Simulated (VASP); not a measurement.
BP: single point with PBE

The system is BP.

```
B P
1.0
     6.89954    0.38766    0.34050
     0.36856    4.47425   -0.06772
     0.46839   -0.03237    4.36085
B P
5 5
Direct
  0.43222 0.73599 0.28059
  0.12544 0.33620 0.51397
  0.84999 0.67519 0.93336
  0.29046 0.45326 0.18833
  0.85338 0.39103 0.62538
  0.71197 0.66224 0.34752
  0.74147 0.02026 0.70940
  0.43739 0.07363 0.98901
  0.26675 0.96246 0.62903
  0.13337 0.60018 0.86886
```

```json
{
 "Program": "VASP 6.6.1",
 "Task": "single point",
 "Functional": "PBE",
 "Potentials or basis": "VASP PAW PBE potentials, release 64 (B, P)",
 "Cutoff": "520 eV",
 "k mesh": "2 × 3 × 3, shifted",
 "Occupations": "gaussian, width 0.1 eV",
 "Spin": "no spin polarisation",
 "Dipole correction": "no",
 "Further INCAR settings": "ALGO = Normal; EDIFF = 1e-07; NBANDS = 31; ISYM = 0"
}
```

```yaml
Pressure: -0.2 GPa
Largest_force: 0.057 eV/Å
Band_gap_on_the_k_mesh: 1.60 eV (least direct gap 1.88 eV)
```

Forces in eV/Å, atoms in the order of the input:
```
B    0.011  0.006  0.000
B    0.001 -0.004  0.008
B    0.006 -0.005  0.009
B    0.003  0.005 -0.003
B    0.000 -0.002  0.006
P   -0.002  0.020  0.000
P   -0.031 -0.009 -0.001
P   -0.005 -0.016 -0.042
P    0.013 -0.028  0.048
P    0.005  0.033 -0.025
```

Levels at points of the mesh, in eV from the valence-band top:
```csv
k point,band 18,band 19,band 20,band 21,band 22,band 23
"(0.25, 0.00, 0.00)",-1.62,-1.05,-0.35,1.82,2.25,2.50
```

Run time: 71 s on 1 thread of AMD EPYC 9R14 (Zen 4), with other jobs on the host, peak memory 0.2 GiB.

Caveat: the k points lie up to 0.48 Å⁻¹ apart.
